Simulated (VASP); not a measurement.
# Ir (Fm-3m) in VASP: a series of runs

Runs on Ir. Level: PBE. Tasks: single point.

Program: VASP 6.6.1. These are calculated values, not measurements. Logs are shortened: lines on timing, memory, paths and dates and some standing lists are left out, and cuts for length are marked.

## Step 1: The cell of the first run

It takes space group Fm-3m (No. 225, cubic). Conventional cell: a = 3.738 Å, b = 3.738 Å, c = 3.738 Å, α = 90.00°, β = 90.00°, γ = 90.00°. Within 3.5 Å of Ir (site symmetry m-3m) lie 12 Ir at 2.64 Å.

## Step 2: Single point, PBE (volume scaled by 0.9)

INCAR reads:

```
ALGO = Normal ; EDIFF = 1E-6
ENCUT = 520 ; GGA = PE
ISIF = 2 ; ISMEAR = -1
LASPH = T ; LCHARG = T
LELF = T ; LREAL = F
LVHAR = T ; LWAVE = F
NBANDS = 10 ; NELM = 100
PREC = Accurate ; SIGMA = 0.1
```

KPOINTS reads:

```
k-points
0
Gamma
  17 17 17
```

POSCAR reads:

```
Ir
1.0
    0.0000000000      1.8689458059      1.8689458059
    1.8689458059      0.0000000000      1.8689458059
    1.8689458059      1.8689458059      0.0000000000
Ir
1
Direct
    0.0000000000      0.0000000000      0.0000000000
```

Potentials or basis: VASP PAW PBE potentials, release 64 (Ir).

The run is started by

```console
> cat potpaw_PBE.64/Ir/POTCAR > POTCAR
> mpirun -np 1 vasp_std > vasp.out
```

OUTCAR:

```text
EDIFF = 1E-6
   ENCUT = 520
   GGA = PE
   ISIF = 2
   ISMEAR = -1
   LASPH = T
   LREAL = F
   NELM = 100
   PREC = Accurate

 ion  position               nearest neighbor table
   1  0.000  0.000  0.000-

  LATTYP: Found a face centered cubic cell.
 ALAT       =     3.7378916118

  Lattice vectors:

 A1 = (   0.0000000000,   1.8689458059,   1.8689458059)
 A2 = (   1.8689458059,   0.0000000000,   1.8689458059)
 A3 = (   1.8689458059,   1.8689458059,   0.0000000000)

Analysis of symmetry for initial positions (statically):
=====================================================================
 Subroutine PRICEL returns:
 Original cell was already a primitive cell.

 Routine SETGRP: Setting up the symmetry group for a
 face centered cubic supercell.

 Subroutine GETGRP returns: Found 48 space group operations
 (whereof 48 operations were pure point group operations)
 out of a pool of 48 trial point group operations.

The static configuration has the point symmetry O_h .

Analysis of symmetry for dynamics (positions and initial velocities):
=====================================================================
 Subroutine PRICEL returns:
 Original cell was already a primitive cell.

 Routine SETGRP: Setting up the symmetry group for a
 face centered cubic supercell.

 Subroutine GETGRP returns: Found 48 space group operations
 (whereof 48 operations were pure point group operations)
 out of a pool of 48 trial point group operations.

The dynamic configuration has the point symmetry O_h .

 Subroutine INISYM returns: Found 48 space group operations
 (whereof 48 operations are pure point group operations),
 and found     1 'primitive' translations

----------------------------------------------------------------------------------------

                                     Primitive cell

  volume of cell :      13.0563

  direct lattice vectors                    reciprocal lattice vectors
     0.000000000  1.868945806  1.868945806    -0.267530497  0.267530497  0.267530497
     1.868945806  0.000000000  1.868945806     0.267530497 -0.267530497  0.267530497
     1.868945806  1.868945806  0.000000000     0.267530497  0.267530497 -0.267530497

  length of vectors
     2.643088506  2.643088506  2.643088506     0.463376413  0.463376413  0.463376413

  position of ions in fractional coordinates (direct lattice)
     0.000000000  0.000000000  0.000000000

  ion indices of the primitive-cell ions
   primitive index   ion index
                 1           1

----------------------------------------------------------------------------------------

 KPOINTS: k-points

Automatic generation of k-mesh.
 Grid dimensions read from file:
 generate k-points for:   17   17   17

 Generating k-lattice:

  Cartesian coordinates                     Fractional coordinates (reciprocal lattice)
    -0.015737088  0.015737088  0.015737088     0.058823529  0.000000000  0.000000000
     0.015737088 -0.015737088  0.015737088     0.000000000  0.058823529  0.000000000
     0.015737088  0.015737088 -0.015737088     0.000000000  0.000000000  0.058823529

  Length of vectors
     0.027257436  0.027257436  0.027257436

  Shift w.r.t. Gamma in fractional coordinates (k-lattice)
     0.000000000  0.000000000  0.000000000

 Subroutine IBZKPT returns following result:
 ===========================================

 Found    165 irreducible k-points:

 Following reciprocal coordinates:
            Coordinates               Weight
  0.000000  0.000000  0.000000      1.000000
  0.058824  0.000000  0.000000      8.000000
  0.117647  0.000000  0.000000      8.000000
  0.176471  0.000000  0.000000      8.000000
  0.235294  0.000000  0.000000      8.000000
  0.294118  0.000000  0.000000      8.000000
[... 16 lines left out ...]
 -0.176471  0.058824  0.000000     24.000000
 -0.117647  0.058824  0.000000     24.000000
 [... further k-points ...]
   k-points           NKPTS =    165   k-points in BZ     NKDIM =    165   number of bands    NBANDS=     10
   number of dos      NEDOS =    301   number of ions     NIONS =      1
   total plane-waves  NPLWV =   8000
   dimension x,y,z NGX =    20 NGY =   20 NGZ =   20
   dimension x,y,z NGXF=    40 NGYF=   40 NGZF=   40
   ions per type =               1
   NGX,Y,Z   is equivalent  to a cutoff of  12.58, 12.58, 12.58 a.u.
   NGXF,Y,Z  is equivalent  to a cutoff of  25.16, 25.16, 25.16 a.u.
 SYSTEM =  unknown system
   PREC   = accura    normal or accurate (medium, high low for compatibility)
   ISTART =      0    job   : 0-new  1-cont  2-samecut
   ICHARG =      2    charge: 1-file 2-atom 10-const
   ISPIN  =      1    spin polarized calculation?
   LNONCOLLINEAR =      F non collinear calculations
   LSORBIT =      F    spin-orbit coupling
   LASPH  =      T    aspherical Exc in radial PAW
   ENCUT  =  520.0 eV  38.22 Ry    6.18 a.u.   4.91  4.91  4.91*2*pi/ulx,y,z
   NELM   =    100;   NELMIN=  2; NELMDL= -5     # of ELM steps
   EDIFF  = 0.1E-05   stopping-criterion for ELM
   LREAL  =      F    real-space projection
   EDIFFG = 0.1E-04   stopping-criterion for IOM
   NSW    =      0    number of steps for IOM
   IBRION =     -1    ionic relax: 0-MD 1-quasi-New 2-CG
   NFREE  =      0    steps in history (QN), initial steepest desc. (CG)
   ISIF   =      2    stress and relaxation
   ISYM   =      2    0-nonsym 1-usesym 2-fastsym
   POTIM  = 0.5000    time-step for ionic-motion
   TEBEG  =    0.0;   TEEND  =   0.0 temperature during run
   PSTRESS=    0.0 pullay stress
   NELECT =       9.0000    total number of electrons
   NUPDOWN=      -1.0000    fix difference up-down
   EMIN   =  10.00;   EMAX   =-10.00  energy-range for DOS
   EFERMI =   0.00;   METHOD = LEGACY
   ISMEAR =    -1;   SIGMA  =   0.10  broadening in eV -4-tet -1-fermi 0-gaus
   EFERMI_NEDOS =   21; number of points for ismear=-14 and -15
   IALGO  =     38    algorithm
   IMIX   =      4    mixing-type and parameters
     AMIX     =   0.40;   BMIX     =  1.00
     AMIX_MAG =   1.60;   BMIX_MAG =  1.00
  volume/ion in A,a.u.               =      13.06        88.11
  Fermi-wavevector in a.u.,A,eV,Ry     =   1.446158  2.732842 28.454841  2.091372
  Thomas-Fermi vector in A             =   2.564258
   LORBIT       =      0    0 simple, 1 ext, 2 COOP (PROOUT), +10 PAW based schemes
   GGA     = PE    functional components
   LHFCALC =     F    Hartree Fock is set to
   AEXX    =    0.0000 exact exchange contribution
   IVDW    =     0    specifies the selected vdW correction
   LEPSILON=     F    determine dielectric tensor
   LRPA    =     F    only Hartree local field effects (RPA)
 non-spin polarized calculation
  energy-cutoff  :      520.00
  volume of cell :       13.06
 maximum number of plane-waves:       361
   NGX =  9   NGY =  9   NGZ =  9

 number of electron       9.0000000 magnetization

 Free energy of the ion-electron system (eV)
  ---------------------------------------------------
  ext. energy  EPLUGINS =         0.00000000
  ---------------------------------------------------
  free energy    TOTEN  =        -8.66397792 eV

  energy without entropy =       -8.63951822  energy(sigma->0) =       -8.65174807

 E-fermi :  11.7899     XC(G=0): -14.4708

 val. band max:       11.7363417965   @ k =   0.2941   0.1765   0.0000
 cond. band min:      11.8077862504   @ k =   0.4118   0.3529   0.0000
 fundamental gap:      0.0714444539
 Fermi energy:        11.7899166694

 k-point     1 :       0.0000    0.0000    0.0000
  band No.  band energies     occupation
      1      -0.1484      2.00000
      2       7.4676      2.00000
      3       7.4676      2.00000
      4       7.4676      2.00000
      5      10.5210      1.99999
      6      10.5210      1.99999
      7      25.9911      0.00000
      8      32.0667      0.00000
      9      32.0667      0.00000
     10      32.0667      0.00000

 k-point     2 :       0.0588    0.0000    0.0000
  band No.  band energies     occupation
      1       0.0198      2.00000
      2       7.3726      2.00000
      3       7.5428      2.00000
      4       7.5428      2.00000
      5      10.4690      2.00000
      6      10.4690      2.00000
      7      26.2935      0.00000
      8      31.2126      0.00000
      9      32.3531      0.00000
     10      32.3531      0.00000

 k-point     3 :       0.1176    0.0000    0.0000
  band No.  band energies     occupation
      1       0.5027      2.00000
      2       7.1360      2.00000
      3       7.7357      2.00000
      4       7.7357      2.00000
      5      10.3600      2.00000
      6      10.3600      2.00000
      7      27.1112      0.00000
      8      29.6236      0.00000
      9      33.1835      0.00000
     10      33.1835      0.00000

 k-point     4 :       0.1765    0.0000    0.0000
  band No.  band energies     occupation
      1       1.2236      2.00000
      2       6.8934      2.00000
      3       7.9347      2.00000
      4       7.9347      2.00000
      5      10.3386      2.00000
      6      10.3387      2.00000
      7      27.6537      0.00000
      8      28.5502      0.00000
      9      34.4771      0.00000
     10      34.4771      0.00000

 k-point     5 :       0.2353    0.0000    0.0000
  band No.  band energies     occupation
      1       2.0151      2.00000
      2       6.8639      2.00000
      3       7.9797      2.00000
      4       7.9797      2.00000
      5      10.5919      1.99999
      6      10.5919      1.99999
      7      26.2728      0.00000
      8      29.1336      0.00000
      9      36.0864      0.00000
     10      36.0866      0.00000

 k-point     6 :       0.2941    0.0000    0.0000
  band No.  band energies     occupation
      1       2.6118      2.00000
      2       7.3251      2.00000
      3       7.8409      2.00000
      4       7.8409      2.00000
      5      11.1473      1.99677
      6      11.1473      1.99677
      7      24.7689      0.00000
      8      28.5812      0.00000
      9      36.7820      0.00000
     10      36.7828      0.00000
[... 183 lines left out ...]
 k-point    21 :      -0.2941    0.0588    0.0000
  band No.  band energies     occupation
      1       2.8843      2.00000
      2       7.3762      2.00000
      3       7.7372      2.00000
      4       7.8686      2.00000
      5      10.9085      1.99970
      6      12.0370      0.15589
      7      24.3917      0.00000
      8      28.2956      0.00000
      9      34.2818      0.00000
     10      36.8179      0.00000

 k-point    22 :      -0.2353    0.0588    0.0000
  band No.  band energies     occupation
      1       2.3953      2.00000
      2       6.7800      2.00000
      3       7.9371      2.00000
      4       8.0622      2.00000
      5      10.2539      2.00000
      6      11.3356      1.97895
      7      25.9600      0.00000
      8      29.2778      0.00000
      9      34.9485      0.00000
     10      35.7249      0.00000

 k-point    23 :      -0.1765    0.0588    0.0000
  band No.  band energies     occupation
      1       1.6312      2.00000
      2       6.7119      2.00000
      3       8.0190      2.00000
      4       8.0769      2.00000
      5       9.9377      2.00000
      6      10.8345      1.99986
      7      27.4304      0.00000
      8      28.9277      0.00000
      9      33.8308      0.00000
     10      35.8787      0.00000

 k-point    24 :      -0.1176    0.0588    0.0000
  band No.  band energies     occupation
      1       0.8635      2.00000
      2       6.9288      2.00000
      3       7.8717      2.00000
      4       7.9119      2.00000
      5      10.0114      2.00000
      6      10.6058      1.99999
      7      27.6956      0.00000
      8      29.0828      0.00000
      9      32.8404      0.00000
     10      34.2729      0.00000

 [... further k-points ...]

------------------------ aborting loop because EDIFF is reached ----------------------------------------

  FORCE on cell =-STRESS in cart. coord.  units (eV):
  Direction    XX          YY          ZZ          XY          YZ          ZX
  --------------------------------------------------------------------------------------
  -------------------------------------------------------------------------------------
  Total        3.9778347      3.9778347      3.9778347      0.0000000      0.0000000      0.0000000
  in kB      488.1319084    488.1319084    488.1319084      0.0000000      0.0000000      0.0000000
  external PRESSURE =     488.1319084 kB  Pullay stress =       0.0000000 kB

 VOLUME and BASIS-vectors are now :
 -----------------------------------------------------------------------------
  energy-cutoff  :      520.00
  volume of cell :       13.06
      direct lattice vectors                 reciprocal lattice vectors
     0.000000000  1.868945806  1.868945806    -0.267530497  0.267530497  0.267530497
     1.868945806  0.000000000  1.868945806     0.267530497 -0.267530497  0.267530497
     1.868945806  1.868945806  0.000000000     0.267530497  0.267530497 -0.267530497

 POSITION                                       TOTAL-FORCE (eV/Angst)
 -----------------------------------------------------------------------------------
      0.00000      0.00000      0.00000        -0.000000     -0.000000     -0.000000
 -----------------------------------------------------------------------------------
    total drift:                               -0.000000     -0.000000     -0.000000

  FREE ENERGIE OF THE ION-ELECTRON SYSTEM (eV)
  ---------------------------------------------------
  free  energy   TOTEN  =        -8.6639779234 eV

  energy  without entropy=       -8.6395182203  energy(sigma->0) =       -8.65174807
```

Run time: 32 s. Hardware: 1 thread of Intel Xeon 8259CL, shared host; peak memory 0.11 GiB.

What came out:

- Free energy: -8.6640 eV
- Pressure: 48.8 GPa

Caveat: the cell differs from its parent crystal (volume scaled by 0.9); spin-orbit coupling is left out, which moves the levels of the heavy elements.

## Step 3: Single point, PBE

This run uses another cell than the first one, of 14.51 Å³/atom, 1.111 times its volume.

INCAR reads:

```
PREC = Accurate
ENCUT = 520
EDIFF = 1E-6
ISMEAR = -1
SIGMA = 0.1
LREAL = False
LASPH = True
NELM = 60
ALGO = Normal
ISIF = 2
LWAVE = False
LCHARG = False
GGA = PE
NBANDS = 10
```

KPOINTS reads:

```
regular mesh
0
Gamma
  17 17 17
```

POSCAR reads:

```
Ir
1.0
    0.0000000000      1.9357497200      1.9357497200
    1.9357497200      0.0000000000      1.9357497200
    1.9357497200      1.9357497200      0.0000000000
Ir
1
Direct
    0.0000000000      0.0000000000      0.0000000000
```

Potentials or basis: VASP PAW PBE potentials, release 64 (Ir).

The run is started by

```console
> cat potpaw_PBE.64/Ir/POTCAR > POTCAR
> mpirun -np 1 vasp_std > vasp.out
```

It took 33 s on 1 thread of Intel Xeon 8259CL, shared host; peak memory 0.12 GiB.

The run converged. Its results:

* Free energy: -8.8656 eV
* Pressure: 0.5 GPa

Levels at points of the mesh, in eV from the Fermi level:
```tsv
k point	band 1	band 2	band 3	band 4	band 5	band 6	band 7	band 8
(0.00, 0.00, 0.00)	-10.79	-3.68	-3.68	-3.68	-1.10	-1.10	14.43	19.87
```

Caveat: spin-orbit coupling is left out, which moves the levels of the heavy elements.

## Step 4: Single point, PBE

This run uses another cell than the first one, of 14.51 Å³/atom, 1.111 times its volume.

INCAR reads:

```
SYSTEM = Ir
PREC = Accurate
ENCUT = 520
EDIFF = 1E-6
ISMEAR = -1
SIGMA = 0.1
LREAL = .False.
LASPH = .True.
NELM = 60
ALGO = Normal
ISIF = 2
LWAVE = .False.
LCHARG = .False.
GGA = PE
NBANDS = 10
```

KPOINTS reads:

```
Automatic mesh
0
Gamma
  17 17 17
  0 0 0
```

POSCAR is that of step 3.

The run is started by

```console
> cat potpaw_PBE.64/Ir/POTCAR > POTCAR
> mpirun -np 1 vasp_std > vasp.out
```

Wall time 35 s (1 thread of Intel Xeon 8259CL, shared host); peak memory 0.12 GiB.

The run converged. Its results:

```
Free energy : -8.8656 eV
Pressure    : 0.5 GPa
```

Levels at points of the mesh, in eV from the Fermi level:
| k point | band 1 | band 2 | band 3 | band 4 | band 5 | band 6 | band 7 | band 8 | band 9 |
| --- | --- | --- | --- | --- | --- | --- | --- | --- | --- |
| (0.00, 0.00, 0.00) | -10.79 | -3.68 | -3.68 | -3.68 | -1.10 | -1.10 | 14.43 | 19.87 | 19.87 |

Caveat: spin-orbit coupling is left out, which moves the levels of the heavy elements.
